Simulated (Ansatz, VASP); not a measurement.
**One calculation of Gd, two programs**

```xyz
1
Lattice="-2.0250 2.0250 2.0250 2.0250 -2.0250 2.0250 2.0250 2.0250 -2.0250" Properties=species:S:1:pos:R:3 pbc="T T T"
Gd    0.0000    0.0000    0.0000
```

Alike in both runs: task single point; functional PBEsol; k mesh 8 × 8 × 8; occupations fermi-dirac, width 0.05 eV; collinear spin; fixed moment 3.5 μB.

```csv
,VASP,Ansatz
version,VASP 6.6.1,Ansatz 0.2.0
potentials or method,"VASP PAW PBE potentials, release 64 (Gd)",Ansatz PAW
plane-wave cutoff (eV),520,420
valence electrons in the cell,18,18
```

VASP gave:

| Item | Value |
| --- | --- |
| pressure (GPa) | 1.7 |
| net moment per atom (μB) | 3.50 |
| size of the moment on the site where the two differ most (μB) | 5.28 |

Which values does Ansatz return?

Pressure (GPa): 1.7; net moment per atom (μB): 3.50; size of the moment on the site where the two differ most (μB): 4.77.

VASP's potentials were made for PBE, not for PBEsol. Site moments also hang on the region over which each program counts them.

Spin-orbit coupling is off throughout.
